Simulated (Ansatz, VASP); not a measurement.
One calculation of BaTiO3, two programs

The input POSCAR:

```
BaTiO3
1.0
    3.8535693555      0.0000000000      0.0000000000
    0.0000000000      3.8535693555      0.0000000000
    0.0000000000      0.0000000000      4.3698113193
Ba Ti O
1 1 3
Direct
    0.5000000000      0.5000000000      0.6010033911
    0.0000000000      0.0000000000      0.1178956196
    0.0000000000      0.5000000000      0.0559211353
    0.5000000000      0.0000000000      0.0559211353
    0.0000000000      0.0000000000      0.5292557086
```

File INCAR.step1:

```
SYSTEM = BaTiO3
  PREC = Accurate
  ENCUT = 520
  ISMEAR = 0
  SIGMA = 0.02
  LREAL = .FALSE.
  LASPH = .TRUE.
  NELM = 60
  NBANDS = 28
  GGA = PE
  ALGO = Normal
  EDIFF = 1E-4
  LWAVE = .TRUE.
  LCHARG = .FALSE.
```

The input INCAR.step2:

```
SYSTEM = BaTiO3
  PREC = Accurate
  ENCUT = 520
  EDIFF = 1E-6
  ISMEAR = 0
  SIGMA = 0.02
  LREAL = .FALSE.
  LASPH = .TRUE.
  NELM = 60
  ALGO = Normal
  ISIF = 2
  LWAVE = .FALSE.
  LCHARG = .FALSE.
  METAGGA = R2SCAN
  LMIXTAU = .TRUE.
  NBANDS = 28
  ISTART = 1
```

Contents of KPOINTS:

```
regular mesh
0
G
  8 8 8
  0 0 0
```

Input for Ansatz:

```yaml
crystal:
  lattice:
    - [3.8535693555, 0.0, 0.0]
    - [0.0, 3.8535693555, 0.0]
    - [0.0, 0.0, 4.3698113193]
  atoms:
    - { symbol: Ba, position: [0.5, 0.5, 0.6010033911] }
    - { symbol: Ti, position: [0.0, 0.0, 0.1178956196] }
    - { symbol: O, position: [0.0, 0.5, 0.0559211353] }
    - { symbol: O, position: [0.5, 0.0, 0.0559211353] }
    - { symbol: O, position: [0.0, 0.0, 0.5292557086] }
basis:
  ecutwfc: 500
kpoints:
  mp_grid: { grid: [8, 8, 8] }
  band_path: { path: [VBM, CBM], npoints: 2 }
hamiltonian:
  xc: r2scan
scf:
  occupations: { method: gaussian, width: 0.02 }
output:
  forces: true
  stress: true
  eigenvalues: true
checkpoint:
  read: start.run
  write: ck
  compress: false
  write_wavefunctions: false
  write_every: 100000
```

Alike in both runs: task single point; functional r2SCAN; k mesh 8 × 8 × 8; occupations gaussian, width 0.02 eV; no spin polarisation.

|  | VASP | Ansatz |
| --- | --- | --- |
| version | VASP 6.6.1 | Ansatz 0.2.0 |
| potentials or method | VASP PAW PBE potentials, release 64 (Ba_sv, Ti_sv, O), cutoff 520 eV | scalar-relativistic, plane waves, PAW |
| valence electrons in the cell | 40 | 40 |

|  | VASP | Ansatz | Ansatz less VASP |
| --- | --- | --- | --- |
| gap on the k mesh at the Fermi level (eV) | 2.31 | 2.31 | +0.007 |
| least direct gap on the mesh (eV) | 3.08 | 3.07 | -0.009 |
| pressure (GPa) | 7.2 | 5.2 | -2.02 |
| traceless stress, the component that is largest in VASP (GPa) | -5.29 | -5.23 | +0.062 |
| rms of the force components (eV/Å) | 0.062 | 0.001 | -0.0607 |

VASP's potentials were made for PBE, not for r2SCAN. Atom by atom the forces differ by 0.063 eV/Å (rms over components). The functional is the same, so the differences come from potentials, cutoffs and numerics.

Spin-orbit coupling is off throughout.
